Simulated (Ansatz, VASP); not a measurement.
Mg in VASP and in Ansatz

INCAR

```
PREC = Accurate
ENCUT = 520
EDIFF = 1E-6
ISMEAR = -1
SIGMA = 0.1
LREAL = F
LASPH = T
NELM = 80
ALGO = Normal
ISIF = 2
LWAVE = F
LCHARG = F
GGA = PS
NBANDS = 10
```

Contents of KPOINTS:

```
regular mesh
0
Gamma
  8 8 12
```

The input POSCAR:

```
Mg
1.0
    4.9342995783      0.0000000000      0.0000000000
   -2.4671497892      4.2732287847      0.0000000000
    0.0000000000      0.0000000000      2.9894149108
Mg
3
Direct
    1.0000000000      0.0000000000      0.0000000000
    0.3333333333      0.6666666667      0.5000000000
    0.6666666667      0.3333333333      0.5000000000
```

Input for Ansatz:

```yaml
crystal:
  lattice:
    - [4.9342995783, 0.0, 0.0]
    - [-2.4671497892, 4.2732287847, 0.0]
    - [0.0, 0.0, 2.9894149108]
  atoms:
    - { symbol: Mg, position: [1.0, 0.0, 0.0] }
    - { symbol: Mg, position: [0.3333333333, 0.6666666667, 0.5] }
    - { symbol: Mg, position: [0.6666666667, 0.3333333333, 0.5] }
hamiltonian:
  xc: pbesol
  pseudopotentials:
    kind: paw
    azcp:
      Mg: "pseudopotentials/Mg.paw.azcp"
basis:
  ecutwfc: 420
  fft_grid_basis: typed
kpoints:
  mp_grid: { grid: [8, 8, 12], shift: [0, 0, 0] }
magnetization:
  spin_polarized: false
scf:
  occupations: { method: fermi_dirac, width: 0.1 }
  lower_state_search: "off"
output:
  stress: true
```

Alike in both runs: task single point; functional PBEsol; k mesh 8 × 8 × 12; occupations fermi-dirac, width 0.1 eV; no spin polarisation.

|  | VASP | Ansatz |
| --- | --- | --- |
| version | VASP 6.6.1 | Ansatz 0.2.0 |
| potentials or method | VASP PAW PBE potentials, release 64 (Mg), cutoff 520 eV | plane waves (420 eV) with PAW, scalar-relativistic |
| valence electrons in the cell | 6 | 30 |

|  | VASP | Ansatz | Ansatz less VASP |
| --- | --- | --- | --- |
| pressure (GPa) | 3.4 | 3.4 | +0.01 |

VASP's potentials were made for PBE, not for PBEsol, and Ansatz warns of the same on its side. The functional is the same, so the differences come from potentials, cutoffs and numerics. VASP's potentials hold 6 valence electrons a cell and Ansatz's 30, so a difference there can come from the potentials and not from the codes.
